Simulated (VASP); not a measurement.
A run of VASP 6.6.1:

The input INCAR:

```
PREC = Accurate
ENCUT = 520
EDIFF = 1E-6
ISMEAR = 0
SIGMA = 0.01
LREAL = False
LASPH = True
NELM = 100
ALGO = Normal
ISIF = 2
LWAVE = False
LCHARG = True
GGA = PE
LELF = True
LVHAR = True
NBANDS = 24
```

Contents of KPOINTS:

```
regular mesh
0
Gamma
  6 6 2
```

File POSCAR:

```
KF
1.0
    3.5978900022      0.0000000000      0.0000000000
   -1.7989450011      3.1158641420      0.0000000000
    0.0000000000      0.0000000000      6.3689818693
K F
2 2
Direct
    0.0000000000      0.0000000000      0.0000000000
    0.0000000000      0.0000000000      0.5000000000
    0.3333333333      0.6666666667      0.2500000000
    0.6666666667      0.3333333333      0.7500000000
```

Potentials or basis: VASP PAW PBE potentials, release 64 (K_sv, F).

The run is started by

```bash
$ cat potpaw_PBE.64/K_sv/POTCAR potpaw_PBE.64/F/POTCAR > POTCAR
$ mpirun -np 1 vasp_std > vasp.out
```

Hardware: 1 thread of Intel Xeon 8259CL, on a shared host.

Problem. Estimate the wall time of this run.

Solution. Wall time 44 s on 1 thread of Intel Xeon 8259CL, on a shared host, peak memory 0.19 GiB. Counts: scf iterations 14, k points 14.
